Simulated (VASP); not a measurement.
# LaTlS2 (P4/mmm) in VASP: further runs

Runs on LaTlS2. Level: PBE. Tasks: single point, relaxation of cell and atoms.

All numbers are computed with VASP 6.6.1; they aren't measurements. Logs are shortened: lines on timing, memory, paths and dates and some standing lists are left out, and cuts for length are marked.

## 1. The cell of the first run

It takes space group P4/mmm (No. 123, tetragonal). Conventional cell: a = 4.284 Å, b = 4.284 Å, c = 5.954 Å, α = 90.00°, β = 90.00°, γ = 90.00°. Tl (site symmetry 4/mmm) has 6 S at 2.98 to 3.03 Å within 3.9 Å. S (site symmetry 4/mmm) has 2 Tl at 2.98 Å and 4 La at 3.03 Å within 3.9 Å. S (site symmetry 4/mmm) has 2 La at 2.98 Å and 4 Tl at 3.03 Å within 3.9 Å. La (site symmetry 4/mmm) has 6 S at 2.98 to 3.03 Å within 3.9 Å.

## 2. Single point, PBE

Contents of INCAR:

```
PREC = Accurate
ENCUT = 520
EDIFF = 1E-6
ISMEAR = -1
SIGMA = 0.02
LREAL = False
LASPH = True
NELM = 60
ALGO = Normal
ISIF = 2
LWAVE = False
LCHARG = True
GGA = PE
LELF = True
LVHAR = True
NBANDS = 26
```

Contents of KPOINTS:

```
regular mesh
0
Gamma
  6 6 4
```

Contents of POSCAR:

```
LaTlS2
1.0
    4.2838673772      0.0000000000      0.0000000000
    0.0000000000      4.2838673772      0.0000000000
    0.0000000000      0.0000000000      5.9540781078
Tl S La
1 2 1
Direct
    0.0000000000      0.0000000000      0.0000000000
    0.0000000000      0.0000000000      0.5000000000
    0.5000000000      0.5000000000      0.0000000000
    0.5000000000      0.5000000000      0.5000000000
```

Potentials or basis: VASP PAW PBE potentials, release 64 (Tl_d, S, La).

Started as:

```bash
$ cat potpaw_PBE.64/Tl_d/POTCAR potpaw_PBE.64/S/POTCAR potpaw_PBE.64/La/POTCAR > POTCAR
$ mpirun -np 1 vasp_std > vasp.out
```

OUTCAR:

```text
PREC = Accurate
   ENCUT = 520
   EDIFF = 1E-6
   ISMEAR = -1
   LREAL = False
   LASPH = True
   NELM = 60
   ISIF = 2
   GGA = PE

 ion  position               nearest neighbor table
   1  0.000  0.000  0.000-   2 2.98   2 2.98   3 3.03   3 3.03   3 3.03   3 3.03
   2  0.000  0.000  0.500-   1 2.98   1 2.98   4 3.03   4 3.03   4 3.03   4 3.03
   3  0.500  0.500  0.000-   4 2.98   4 2.98   1 3.03   1 3.03   1 3.03   1 3.03
   4  0.500  0.500  0.500-   3 2.98   3 2.98   2 3.03   2 3.03   2 3.03   2 3.03

  LATTYP: Found a simple tetragonal cell.
 ALAT       =     4.2838673772
 C/A-ratio  =     1.3898838558

  Lattice vectors:

 A1 = (   4.2838673772,   0.0000000000,   0.0000000000)
 A2 = (   0.0000000000,   4.2838673772,   0.0000000000)
 A3 = (   0.0000000000,   0.0000000000,   5.9540781078)

Analysis of symmetry for initial positions (statically):
=====================================================================
 Subroutine PRICEL returns:
 Original cell was already a primitive cell.

 Routine SETGRP: Setting up the symmetry group for a
 simple tetragonal supercell.

 Subroutine GETGRP returns: Found 16 space group operations
 (whereof 16 operations were pure point group operations)
 out of a pool of 16 trial point group operations.

The static configuration has the point symmetry D_4h.

Analysis of symmetry for dynamics (positions and initial velocities):
=====================================================================
 Subroutine PRICEL returns:
 Original cell was already a primitive cell.

 Routine SETGRP: Setting up the symmetry group for a
 simple tetragonal supercell.

 Subroutine GETGRP returns: Found 16 space group operations
 (whereof 16 operations were pure point group operations)
 out of a pool of 16 trial point group operations.

The dynamic configuration has the point symmetry D_4h.

 Subroutine INISYM returns: Found 16 space group operations
 (whereof 16 operations are pure point group operations),
 and found     1 'primitive' translations

----------------------------------------------------------------------------------------

                                     Primitive cell

  volume of cell :     109.2664

  direct lattice vectors                    reciprocal lattice vectors
     4.283867377  0.000000000  0.000000000     0.233433931  0.000000000  0.000000000
     0.000000000  4.283867377  0.000000000     0.000000000  0.233433931  0.000000000
     0.000000000  0.000000000  5.954078108     0.000000000  0.000000000  0.167952113

  length of vectors
     4.283867377  4.283867377  5.954078108     0.233433931  0.233433931  0.167952113

  position of ions in fractional coordinates (direct lattice)
     0.000000000  0.000000000  0.000000000
     0.000000000  0.000000000  0.500000000
     0.500000000  0.500000000  0.000000000
     0.500000000  0.500000000  0.500000000

  ion indices of the primitive-cell ions
   primitive index   ion index
                 1           1
                 2           2
                 3           3
                 4           4

----------------------------------------------------------------------------------------

 KPOINTS: regular mesh

Automatic generation of k-mesh.
 Grid dimensions read from file:
 generate k-points for:    6    6    4

 Generating k-lattice:

  Cartesian coordinates                     Fractional coordinates (reciprocal lattice)
     0.038905655  0.000000000  0.000000000     0.166666667  0.000000000  0.000000000
     0.000000000  0.038905655  0.000000000     0.000000000  0.166666667  0.000000000
     0.000000000  0.000000000  0.041988028     0.000000000  0.000000000  0.250000000

  Length of vectors
     0.038905655  0.038905655  0.041988028

  Shift w.r.t. Gamma in fractional coordinates (k-lattice)
     0.000000000  0.000000000  0.000000000

 Subroutine IBZKPT returns following result:
 ===========================================

 Found     30 irreducible k-points:

 Following reciprocal coordinates:
            Coordinates               Weight
  0.000000  0.000000  0.000000      1.000000
  0.166667  0.000000  0.000000      4.000000
  0.333333  0.000000  0.000000      4.000000
  0.500000  0.000000  0.000000      2.000000
  0.166667  0.166667  0.000000      4.000000
  0.333333  0.166667  0.000000      8.000000
[... 16 lines left out ...]
  0.333333  0.000000  0.500000      4.000000
  0.500000  0.000000  0.500000      2.000000
 [... further k-points ...]
   k-points           NKPTS =     30   k-points in BZ     NKDIM =     30   number of bands    NBANDS=     26
   number of dos      NEDOS =    301   number of ions     NIONS =      4
   total plane-waves  NPLWV =  49152
   dimension x,y,z NGX =    32 NGY =   32 NGZ =   48
   dimension x,y,z NGXF=    64 NGYF=   64 NGZF=   96
   ions per type =               1   2   1
   NGX,Y,Z   is equivalent  to a cutoff of  12.42, 12.42, 13.40 a.u.
   NGXF,Y,Z  is equivalent  to a cutoff of  24.84, 24.84, 26.80 a.u.
 SYSTEM =  unknown system
   PREC   = accura    normal or accurate (medium, high low for compatibility)
   ISTART =      0    job   : 0-new  1-cont  2-samecut
   ICHARG =      2    charge: 1-file 2-atom 10-const
   ISPIN  =      1    spin polarized calculation?
   LNONCOLLINEAR =      F non collinear calculations
   LSORBIT =      F    spin-orbit coupling
   LASPH  =      T    aspherical Exc in radial PAW
   ENCUT  =  520.0 eV  38.22 Ry    6.18 a.u.   7.97  7.97 11.07*2*pi/ulx,y,z
   NELM   =     60;   NELMIN=  2; NELMDL= -5     # of ELM steps
   EDIFF  = 0.1E-05   stopping-criterion for ELM
   LREAL  =      F    real-space projection
   EDIFFG = 0.1E-04   stopping-criterion for IOM
   NSW    =      0    number of steps for IOM
   IBRION =     -1    ionic relax: 0-MD 1-quasi-New 2-CG
   NFREE  =      0    steps in history (QN), initial steepest desc. (CG)
   ISIF   =      2    stress and relaxation
   ISYM   =      2    0-nonsym 1-usesym 2-fastsym
   POTIM  = 0.5000    time-step for ionic-motion
   TEBEG  =    0.0;   TEEND  =   0.0 temperature during run
   PSTRESS=    0.0 pullay stress
   NELECT =      36.0000    total number of electrons
   NUPDOWN=      -1.0000    fix difference up-down
   EMIN   =  10.00;   EMAX   =-10.00  energy-range for DOS
   EFERMI =   0.00;   METHOD = LEGACY
   ISMEAR =    -1;   SIGMA  =   0.02  broadening in eV -4-tet -1-fermi 0-gaus
   EFERMI_NEDOS =   21; number of points for ismear=-14 and -15
   IALGO  =     38    algorithm
   IMIX   =      4    mixing-type and parameters
     AMIX     =   0.40;   BMIX     =  1.00
     AMIX_MAG =   1.60;   BMIX_MAG =  1.00
  volume/ion in A,a.u.               =      27.32       184.34
  Fermi-wavevector in a.u.,A,eV,Ry     =   1.130698  2.136710 17.394764  1.278479
  Thomas-Fermi vector in A             =   2.267396
   LORBIT       =      0    0 simple, 1 ext, 2 COOP (PROOUT), +10 PAW based schemes
   GGA     = PE    functional components
   LHFCALC =     F    Hartree Fock is set to
   AEXX    =    0.0000 exact exchange contribution
   IVDW    =     0    specifies the selected vdW correction
   LEPSILON=     F    determine dielectric tensor
   LRPA    =     F    only Hartree local field effects (RPA)
 non-spin polarized calculation
  energy-cutoff  :      520.00
  volume of cell :      109.27
 maximum number of plane-waves:      2976
 NGX is ok and might be reduce to    32
   NGX = 15   NGY = 15   NGZ = 23

 number of electron      36.0000005 magnetization

 Free energy of the ion-electron system (eV)
  ---------------------------------------------------
  ext. energy  EPLUGINS =         0.00000000
  ---------------------------------------------------
  free energy    TOTEN  =       -20.65164611 eV

  energy without entropy =      -20.64737464  energy(sigma->0) =      -20.64951038

 E-fermi :   6.0788     XC(G=0):  -9.4620

 val. band max:        6.0563762800   @ k =   0.3333   0.1667   0.5000
 cond. band min:       6.0828103979   @ k =   0.1667   0.0000   0.0000
 fundamental gap:      0.0264341179
 Fermi energy:         6.0788089715

 k-point     1 :       0.0000    0.0000    0.0000
  band No.  band energies     occupation
      1     -27.3387      2.00000
      2     -11.0032      2.00000
      3     -10.9655      2.00000
      4     -10.9655      2.00000
      5      -7.0360      2.00000
      6      -6.3519      2.00000
[... 18 lines left out ...]
     25       7.8779      0.00000
     26       7.8783      0.00000

 k-point     2 :       0.1667    0.0000    0.0000
  band No.  band energies     occupation
      1     -27.3350      2.00000
      2     -11.0839      2.00000
      3     -10.9967      2.00000
      4     -10.9540      2.00000
      5      -6.8668      2.00000
      6      -6.2697      2.00000
[... 18 lines left out ...]
     25       7.7282      0.00000
     26       7.8338      0.00000

 k-point     3 :       0.3333    0.0000    0.0000
  band No.  band energies     occupation
      1     -27.3276      2.00000
      2     -11.2993      2.00000
      3     -10.9837      2.00000
      4     -10.9309      2.00000
      5      -6.5382      2.00000
      6      -6.0863      2.00000
[... 18 lines left out ...]
     25       7.6741      0.00000
     26       8.1881      0.00000

 k-point     4 :       0.5000    0.0000    0.0000
  band No.  band energies     occupation
      1     -27.3238      2.00000
      2     -11.3983      2.00000
      3     -10.9772      2.00000
      4     -10.9193      2.00000
      5      -6.3763      2.00000
      6      -5.9803      2.00000
[... 18 lines left out ...]
     25       7.6637      0.00000
     26       8.2090      0.00000
[... 496 lines left out ...]
      1     -27.3345      2.00000
      2     -11.0930      2.00000
      3     -11.0816      2.00000
      4     -10.9533      2.00000
      5      -6.6864      2.00000
      6      -5.9473      2.00000
[... 18 lines left out ...]
     25       7.5683      0.00000
     26       7.8381      0.00000

 k-point    23 :       0.3333    0.0000    0.5000
  band No.  band energies     occupation
      1     -27.3271      2.00000
      2     -11.2946      2.00000
      3     -11.0746      2.00000
      4     -10.9300      2.00000
      5      -6.3555      2.00000
      6      -5.7386      2.00000
[... 18 lines left out ...]
     25       7.5307      0.00000
     26       8.1838      0.00000

 k-point    24 :       0.5000    0.0000    0.5000
  band No.  band energies     occupation
      1     -27.3234      2.00000
      2     -11.3927      2.00000
      3     -11.0654      2.00000
      4     -10.9183      2.00000
      5      -6.1918      2.00000
      6      -5.6121      2.00000
[... 18 lines left out ...]
     25       7.5412      0.00000
     26       8.3176      0.00000

 [... further k-points ...]

------------------------ aborting loop because EDIFF is reached ----------------------------------------

  FORCE on cell =-STRESS in cart. coord.  units (eV):
  Direction    XX          YY          ZZ          XY          YZ          ZX
  --------------------------------------------------------------------------------------
  -------------------------------------------------------------------------------------
  Total       -0.0212468     -0.0212468     -0.0555805      0.0000000      0.0000000     -0.0000000
  in kB       -0.3115423     -0.3115423     -0.8149794      0.0000000      0.0000000     -0.0000000
  external PRESSURE =      -0.4793547 kB  Pullay stress =       0.0000000 kB

 VOLUME and BASIS-vectors are now :
 -----------------------------------------------------------------------------
  energy-cutoff  :      520.00
  volume of cell :      109.27
      direct lattice vectors                 reciprocal lattice vectors
     4.283867377  0.000000000  0.000000000     0.233433931  0.000000000  0.000000000
     0.000000000  4.283867377  0.000000000     0.000000000  0.233433931  0.000000000
     0.000000000  0.000000000  5.954078108     0.000000000  0.000000000  0.167952113

 POSITION                                       TOTAL-FORCE (eV/Angst)
 -----------------------------------------------------------------------------------
      0.00000      0.00000      0.00000         0.000000      0.000000      0.000000
      0.00000      0.00000      2.97704         0.000000      0.000000      0.000000
      2.14193      2.14193      0.00000         0.000000      0.000000      0.000000
      2.14193      2.14193      2.97704         0.000000      0.000000      0.000000
 -----------------------------------------------------------------------------------
    total drift:                                0.000000     -0.000000     -0.000000

  FREE ENERGIE OF THE ION-ELECTRON SYSTEM (eV)
  ---------------------------------------------------
  free  energy   TOTEN  =       -20.6516461147 eV

  energy  without entropy=      -20.6473746434  energy(sigma->0) =      -20.64951038
```

It took 37 s on 1 thread of Intel Xeon 6975P-C (Granite Rapids), shared host; peak memory 0.27 GiB.

Results:

```yaml
Free_energy: -20.6516 eV
Pressure: 0.0 GPa
Band_gap_on_the_k_mesh: zero (bands 18 and 19 overlap by 1.07 eV)
```

Caveat: spin-orbit coupling is left out, which moves the levels of the heavy elements.

## 3. Relaxation of cell and atoms, PBE

This run uses another cell than the first one, of 24.12 Å³/atom.

Contents of INCAR:

```
SYSTEM = LaTlS2
PREC = Accurate
ENCUT = 600
EDIFF = 1E-6
ISMEAR = -1
SIGMA = 0.02
LREAL = .FALSE.
LASPH = .TRUE.
NELM = 60
ALGO = Normal
ISIF = 3
LWAVE = .FALSE.
LCHARG = .FALSE.
GGA = PE
IBRION = 2
NSW = 80
EDIFFG = -0.005
```

Contents of KPOINTS:

```
Automatic mesh
0
G
  6 6 4
  0 0 0
```

Contents of POSCAR:

```
LaTlS2
1.0
    4.0859656234      0.0000000000      0.0000000000
    0.0000000000      4.0859656234      0.0000000000
    0.0000000000      0.0000000000      5.7784280000
Tl S La
1 2 1
Direct
    0.0000000000      0.0000000000      0.0000000000
    0.0000000000      0.0000000000      0.5000000000
    0.5000000000      0.5000000000      0.0000000000
    0.5000000000      0.5000000000      0.5000000000
```

Potentials or basis: VASP PAW PBE potentials, release 64 (Tl_d, S, La).

Started as:

```bash
$ cat potpaw_PBE.64/Tl_d/POTCAR potpaw_PBE.64/S/POTCAR potpaw_PBE.64/La/POTCAR > POTCAR
$ mpirun -np 1 vasp_std > vasp.out
```

Wall time 3.3 min (1 thread of Intel Xeon 6975P-C (Granite Rapids), shared host); peak memory 0.32 GiB.

Results (log left out):

- Free energy: -20.6503 eV
- Relaxed volume: 27.30 Å³/atom
- Relaxed cell: a = 4.283 Å, b = 4.283 Å, c = 5.953 Å, α = 90.00°, β = 90.00°, γ = 90.00°
- Space group after relaxing (to 0.1 Å): P4/mmm (No. 123)
- Energy gained by relaxing: 68.9 meV/atom
- Ionic steps: 9
- Pressure after relaxing: 0.0 GPa
- Band gap on the k mesh: zero (bands 18 and 19 overlap by 1.07 eV)

The path:
| step | energy change (eV) | largest force (eV/Å) | pressure (GPa) | volume (Å³) |
| --- | --- | --- | --- | --- |
| 1 | 0.0000 | 0.0000 | 7.97 | 96.47 |
| 2 | -0.2379 | 0.0000 | -2.17 | 114.20 |
| 3 | -0.2722 | 0.0000 | 0.06 | 108.77 |
| 4 | -0.2723 | 0.0000 | -0.04 | 109.02 |
| 5 | -0.2755 | 0.0000 | 0.07 | 109.03 |
| 6 | -0.2755 | 0.0000 | 0.07 | 109.03 |
| 7 | -0.2755 | 0.0000 | 0.07 | 109.03 |
| 8 | -0.2755 | 0.0000 | 0.07 | 109.03 |
| 9 | -0.2756 | 0.0000 | 0.00 | 109.21 |

Final structure:
```
Tl S La
1.0
     4.28327    0.00000    0.00000
     0.00000    4.28327    0.00000
     0.00000    0.00000    5.95255
Tl S La
1 2 1
Cartesian
  0.0000 4.2833 0.0000
  0.0000 4.2833 2.9763
  2.1416 2.1416 0.0000
  2.1416 2.1416 2.9763
```

Levels at points of the mesh, in eV from the Fermi level:
```tsv
k point	band 16	band 17	band 18	band 19	band 20	band 21
(0.00, 0.00, 0.00)	-2.09	-2.09	-1.92	-0.49	1.29	1.43
(0.50, 0.00, 0.00)	-2.04	-1.38	0.45	1.15	1.29	1.35
(0.50, 0.50, 0.00)	-2.67	-2.67	-1.96	0.55	0.55	1.32
(0.00, 0.00, 0.50)	-2.45	-2.45	-0.67	-0.46	1.27	1.43
(0.50, 0.00, 0.50)	-1.74	-1.57	0.58	0.92	1.08	1.16
(0.50, 0.50, 0.50)	-2.99	-2.99	-0.64	1.32	1.32	1.39
```

Caveat: spin-orbit coupling is left out, which moves the levels of the heavy elements.
